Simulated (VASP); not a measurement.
Input of a VASP 6.6.1 run:

File INCAR:

```
SYSTEM = Pt
PREC = Accurate
ENCUT = 520
EDIFF = 1E-6
ISMEAR = 0
SIGMA = 0.15
LREAL = .False.
LASPH = .True.
NELM = 80
ALGO = Normal
ISIF = 2
LWAVE = .False.
LCHARG = .False.
NBANDS = 11
```

The input KPOINTS:

```
regular mesh
0
Gamma
  20 20 20
  0 0 0
```

Contents of POSCAR:

```
Pt
1.0
    0.0000000000      1.9468328700      1.9468328700
    2.1074465818      0.0000000000      1.9468328700
    2.1074465818      1.9468328700      0.0000000000
Pt
1
Direct
    0.0000000000      0.0000000000      0.0000000000
```

Potentials or basis: VASP PAW LDA potentials, release 64 (Pt).

Command:

```console
$ cat potpaw_LDA.64/Pt/POTCAR > POTCAR
$ mpirun -np 1 vasp_std > vasp.out
```

Q: Predict the pressure.

A: -18.3 GPa.

Q: Predict the band gap on the k mesh.

A: Zero (bands 5 and 6 overlap by 2.32 eV).

Stress tensor (GPa, compression positive):
```
-23.25   0.00   0.00
  0.00 -15.85   0.00
  0.00   0.00 -15.85
```

Caveat: the cell differs from its parent crystal (normal strain along x +0.0825, normal strain along z +0.0000); the stress differs along the axes, from -23 to -16 GPa; spin-orbit coupling is left out, which moves the levels of the heavy elements.
